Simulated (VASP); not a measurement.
Write the native input for VASP 6.6.1 that does the following.

| Item | Value |
| --- | --- |
| Task | relaxation of cell and atoms |
| Functional | PBE |
| Potentials or basis | VASP PAW PBE potentials, release 64 (Ta_pv, Cl, F) |
| Cutoff | 600 eV |
| k mesh | 3 × 3 × 3 |
| Occupations | gaussian, width 0.15 eV |
| Spin | no spin polarisation |
| Dipole correction | no |
| Further INCAR settings | ALGO = Normal; EDIFF = 1e-07; IBRION = 2; EDIFFG = -0.08; NSW = 36; ISIF = 3 |

The structure of TaCl3F lies in POSCAR:

```
TaCl3F
1.0
    4.9363725700      0.0000000000      0.0000000000
    0.0000000000      4.9363725700      0.0000000000
    0.0000000000      0.0000000000      4.9363725700
Ta Cl F
1 3 1
Direct
    0.5000000000      0.5000000000      0.5000000000
    0.5000000000      0.0000000000      0.0000000000
    0.0000000000      0.5000000000      0.0000000000
    0.0000000000      0.0000000000      0.5000000000
    0.0000000000      0.0000000000      0.0000000000
```

The cell was built from a structure type or drawn by symmetry, and may not be a known phase.

The input as run:

INCAR

```
SYSTEM = TaCl3F
PREC = Accurate ; ENCUT = 600
EDIFF = 1E-7 ; ISMEAR = 0
SIGMA = 0.15 ; LREAL = .FALSE.
LASPH = .TRUE. ; NELM = 120
ALGO = Normal ; ISIF = 3
LWAVE = .FALSE. ; LCHARG = .FALSE.
GGA = PE ; IBRION = 2
NSW = 36 ; EDIFFG = -0.08
GGA_COMPAT = .FALSE. ; NELMIN = 4
```

KPOINTS

```
Automatic mesh
0
G
  3 3 3
  0 0 0
```

Potentials or basis: VASP PAW PBE potentials, release 64 (Ta_pv, Cl, F).

The run is started by

```bash
$ cat potpaw_PBE.64/Ta_pv/POTCAR potpaw_PBE.64/Cl/POTCAR potpaw_PBE.64/F/POTCAR > POTCAR
$ mpirun -np 1 vasp_std > vasp.out
```

Results of the run:

| Item | Value |
| --- | --- |
| Relaxed volume | 18.38 Å³/atom |
| Relaxed cell | a = 4.512 Å, b = 4.512 Å, c = 4.512 Å, α = 90.00°, β = 90.00°, γ = 90.00° |
| Space group after relaxing (to 0.1 Å) | Pm-3m (No. 221) |
| Energy gained by relaxing | 196.8 meV/atom |
| Ionic steps | 4 |
| Pressure after relaxing | 0.1 GPa |
| Band gap on the k mesh | zero (an odd number of electrons rules out a gap without spin polarisation) |

Caveat: the k points lie up to 0.46 Å⁻¹ apart in the final cell, too coarse for converged energies and pressures of a metal; the volume moved by over 15 % at a fixed basis, so the end points are rough; spin-orbit coupling is left out, which moves the levels of the heavy elements; an odd number of electrons without spin polarisation forces a metal; a magnetic or distorted state may lie lower.

It took 60 s on 1 thread of AMD EPYC 9R45 96-Core Processor (Zen 5), on a shared host, peak memory 0.22 GiB.
